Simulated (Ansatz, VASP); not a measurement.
**One calculation of TaN, two programs**

```
Ta N
1.0
     3.12194    0.00000    0.00000
    -1.56097    2.70368    0.00000
     0.00000    0.00000    6.05400
Ta N
2 2
Direct
  0.33333 0.66667 0.03015
  0.66667 0.33333 0.53015
  0.33333 0.66667 0.35485
  0.66667 0.33333 0.85485
```

Alike in both runs: functional PBEsol; k mesh 18 × 18 × 8; occupations gaussian, width 0.1 eV; no spin polarisation.

Ansatz relaxed the structure, and its values are those at the end. VASP's run is a single point on that final structure, the one shown.

|  | VASP | Ansatz |
| --- | --- | --- |
| version | VASP 6.6.1 | Ansatz 0.2.0 |
| potentials or method | VASP PAW PBE potentials, release 64 (Ta_pv, N), cutoff 520 eV | scalar-relativistic, plane waves, PAW |
| valence electrons in the cell | 32 | 36 |

Ansatz gave:

* gap on the k mesh at the Fermi level (eV): none
* pressure (GPa): 0.0
* rms of the force components (eV/Å): 0.001

Problem. Which values does VASP return?

Solution. gap on the k mesh at the Fermi level (eV): none; pressure (GPa): 0.7; rms of the force components (eV/Å): 0.012.

VASP's potentials were made for PBE, not for PBEsol. A gap of «none» marks a metal or a gap that the smearing closes. VASP's potentials hold 32 valence electrons a cell and Ansatz's 36, so a difference there can come from the potentials and not from the codes.

Spin-orbit coupling is off throughout.
